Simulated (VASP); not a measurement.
# PbO (R-3m) in VASP: single point with PBE

Aim: the single point of PbO with PBE.

Everything below comes from runs of VASP 6.6.1. Logs are shortened: lines on timing, memory, paths and dates and some standing lists are left out, and cuts for length are marked.

## 1. The cell of the first run

The structure is trigonal, space group R-3m (No. 166). Conventional cell: a = 3.851 Å, b = 3.851 Å, c = 8.578 Å, α = 90.00°, β = 90.00°, γ = 120.00°. Pb (site symmetry -3m) has 6 O at 2.64 Å and 6 Pb at 3.62 Å within 3.7 Å. Within 3.7 Å of O (site symmetry -3m) lie 6 Pb at 2.64 Å and 6 O at 3.62 Å.

## 2. Single point, PBE (epitaxial 111 strain +4.5%)

File INCAR:

```
SYSTEM = PbO
PREC = Accurate
ENCUT = 600
EDIFF = 1E-6
ISMEAR = -1
SIGMA = 0.02
LREAL = .FALSE.
LASPH = .TRUE.
NELM = 120
ALGO = Normal
ISIF = 2
LWAVE = .FALSE.
LCHARG = .TRUE.
GGA = PE
LELF = .TRUE.
LVHAR = .TRUE.
NBANDS = 17
GGA_COMPAT = .FALSE.
```

File KPOINTS:

```
regular mesh
0
G
  8 8 8
  0 0 0
```

File POSCAR:

```
PbO
1.0
   -0.1643965890      2.5583715882      2.5583715882
    2.5583715882     -0.1643965890      2.5583715882
    2.5583715882      2.5583715882     -0.1643965890
Pb O
1 1
Direct
    0.0000000000      0.0000000000      0.0000000000
    0.5000000000      0.5000000000      0.5000000000
```

Potentials or basis: VASP PAW PBE potentials, release 64 (Pb_d, O).

On the command line:

```sh
cat potpaw_PBE.64/Pb_d/POTCAR potpaw_PBE.64/O/POTCAR > POTCAR
mpirun -np 1 vasp_std > vasp.out
```

OUTCAR:

```text
SYSTEM = PbO
   PREC = Accurate
   ENCUT = 600
   EDIFF = 1E-6
   ISMEAR = -1
   LREAL = .FALSE.
   LASPH = .TRUE.
   NELM = 120
   ISIF = 2
   GGA = PE

 ion  position               nearest neighbor table
   1  0.000  0.000  0.000-   2 2.64   2 2.64   2 2.64   2 2.64   2 2.64   2 2.64
   2  0.500  0.500  0.500-   1 2.64   1 2.64   1 2.64   1 2.64   1 2.64   1 2.64

  LATTYP: Found a trigonal (rhomboedric) cell.
 ALAT       =     3.6218167548
 COS(alpha) =     0.4348439446

  Lattice vectors:

 A1 = (  -0.1643965890,   2.5583715882,   2.5583715882)
 A2 = (   2.5583715882,  -0.1643965890,   2.5583715882)
 A3 = (   2.5583715882,   2.5583715882,  -0.1643965890)

Analysis of symmetry for initial positions (statically):
=====================================================================
 Subroutine PRICEL returns:
 Original cell was already a primitive cell.

 Routine SETGRP: Setting up the symmetry group for a
 trigonal (rhombohedral) supercell.

 Subroutine GETGRP returns: Found 12 space group operations
 (whereof 12 operations were pure point group operations)
 out of a pool of 12 trial point group operations.

The static configuration has the point symmetry D_3d.

Analysis of symmetry for dynamics (positions and initial velocities):
=====================================================================
 Subroutine PRICEL returns:
 Original cell was already a primitive cell.

 Routine SETGRP: Setting up the symmetry group for a
 trigonal (rhombohedral) supercell.

 Subroutine GETGRP returns: Found 12 space group operations
 (whereof 12 operations were pure point group operations)
 out of a pool of 12 trial point group operations.

The dynamic configuration has the point symmetry D_3d.

 Subroutine INISYM returns: Found 12 space group operations
 (whereof 12 operations are pure point group operations),
 and found     1 'primitive' translations

----------------------------------------------------------------------------------------

                                     Primitive cell

  volume of cell :      36.7141

  direct lattice vectors                    reciprocal lattice vectors
    -0.164396589  2.558371588  2.558371588    -0.177540694  0.189732586  0.189732586
[... 81 lines left out ...]
   LNONCOLLINEAR =      F non collinear calculations
   LSORBIT =      F    spin-orbit coupling
   LASPH  =      T    aspherical Exc in radial PAW
   ENCUT  =  600.0 eV  44.10 Ry    6.64 a.u.   7.23  7.23  7.23*2*pi/ulx,y,z
   NELM   =    120;   NELMIN=  2; NELMDL= -5     # of ELM steps
   EDIFF  = 0.1E-05   stopping-criterion for ELM
   LREAL  =      F    real-space projection
   EDIFFG = 0.1E-04   stopping-criterion for IOM
   NSW    =      0    number of steps for IOM
   IBRION =     -1    ionic relax: 0-MD 1-quasi-New 2-CG
   NFREE  =      0    steps in history (QN), initial steepest desc. (CG)
   ISIF   =      2    stress and relaxation
   ISYM   =      2    0-nonsym 1-usesym 2-fastsym
   POTIM  = 0.5000    time-step for ionic-motion
   TEBEG  =    0.0;   TEEND  =   0.0 temperature during run
   PSTRESS=    0.0 pullay stress
   NELECT =      20.0000    total number of electrons
   NUPDOWN=      -1.0000    fix difference up-down
   EMIN   =  10.00;   EMAX   =-10.00  energy-range for DOS
   EFERMI =   0.00;   METHOD = LEGACY
   ISMEAR =    -1;   SIGMA  =   0.02  broadening in eV -4-tet -1-fermi 0-gaus
   EFERMI_NEDOS =   21; number of points for ismear=-14 and -15
   IALGO  =     38    algorithm
   IMIX   =      4    mixing-type and parameters
     AMIX     =   0.40;   BMIX     =  1.00
     AMIX_MAG =   1.60;   BMIX_MAG =  1.00
  volume/ion in A,a.u.               =      18.36       123.88
  Fermi-wavevector in a.u.,A,eV,Ry     =   1.337029  2.526618 24.322395  1.787646
  Thomas-Fermi vector in A             =   2.465609
   LORBIT       =      0    0 simple, 1 ext, 2 COOP (PROOUT), +10 PAW based schemes
   GGA     = PE    functional components
   LHFCALC =     F    Hartree Fock is set to
   AEXX    =    0.0000 exact exchange contribution
   IVDW    =     0    specifies the selected vdW correction
   LEPSILON=     F    determine dielectric tensor
   LRPA    =     F    only Hartree local field effects (RPA)
 non-spin polarized calculation
  energy-cutoff  :      600.00
  volume of cell :       36.71
 maximum number of plane-waves:      1241
 NGX is ok and might be reduce to    30
   NGX = 15   NGY = 15   NGZ = 15

 number of electron      20.0000004 magnetization

 Free energy of the ion-electron system (eV)
  ---------------------------------------------------
  ext. energy  EPLUGINS =         0.00000000
  ---------------------------------------------------
  free energy    TOTEN  =       -10.34847105 eV

  energy without entropy =      -10.34846648  energy(sigma->0) =      -10.34846877

 E-fermi :   6.2587     XC(G=0): -10.4888

 val. band max:        6.1266702765   @ k =   0.5000   0.0000   0.0000
 cond. band min:       6.3685223993   @ k =   0.5000   0.5000   0.5000
 fundamental gap:      0.2418521229
 Fermi energy:         6.2587431552

 k-point     1 :       0.0000    0.0000    0.0000
  band No.  band energies     occupation
      1     -11.2684      2.00000
      2     -10.2865      2.00000
      3     -10.2865      2.00000
      4     -10.2487      2.00000
      5     -10.1220      2.00000
      6     -10.1220      2.00000
[... 457 lines left out ...]
      4     -10.1838      2.00000
      5     -10.1435      2.00000
      6      -9.9984      2.00000
[... 9 lines left out ...]
     16      19.1044      0.00000
     17      22.5495      0.00000

 [... further k-points ...]

------------------------ aborting loop because EDIFF is reached ----------------------------------------

  FORCE on cell =-STRESS in cart. coord.  units (eV):
  Direction    XX          YY          ZZ          XY          YZ          ZX
  --------------------------------------------------------------------------------------
  -------------------------------------------------------------------------------------
  Total       -0.2535886     -0.2535886     -0.2535886      0.3994771      0.3994771      0.3994771
  in kB      -11.0664414    -11.0664414    -11.0664414     17.4329179     17.4329179     17.4329179
  external PRESSURE =     -11.0664414 kB  Pullay stress =       0.0000000 kB

 VOLUME and BASIS-vectors are now :
 -----------------------------------------------------------------------------
  energy-cutoff  :      600.00
  volume of cell :       36.71
      direct lattice vectors                 reciprocal lattice vectors
    -0.164396589  2.558371588  2.558371588    -0.177540694  0.189732586  0.189732586
     2.558371588 -0.164396589  2.558371588     0.189732586 -0.177540694  0.189732586
     2.558371588  2.558371588 -0.164396589     0.189732586  0.189732586 -0.177540694

 POSITION                                       TOTAL-FORCE (eV/Angst)
 -----------------------------------------------------------------------------------
      0.00000      0.00000      0.00000         0.000000     -0.000000     -0.000000
      2.47617      2.47617      2.47617        -0.000000      0.000000      0.000000
 -----------------------------------------------------------------------------------
    total drift:                                0.000000      0.000000      0.000000

  FREE ENERGIE OF THE ION-ELECTRON SYSTEM (eV)
  ---------------------------------------------------
  free  energy   TOTEN  =       -10.3484710491 eV

  energy  without entropy=      -10.3484664809  energy(sigma->0) =      -10.34846877
```

Wall time 83 s (1 thread of AMD EPYC 7R43 (Zen 3), shared host); peak memory 0.16 GiB.

Results:

```yaml
Free_energy: -10.3485 eV
Pressure: -1.1 GPa
Band_gap_on_the_k_mesh: 0.24 eV (least direct gap 0.40 eV)
```

Caveat: the cell differs from its parent crystal (epitaxial 111 strain +4.5%); spin-orbit coupling is left out, which moves the levels of the heavy elements.
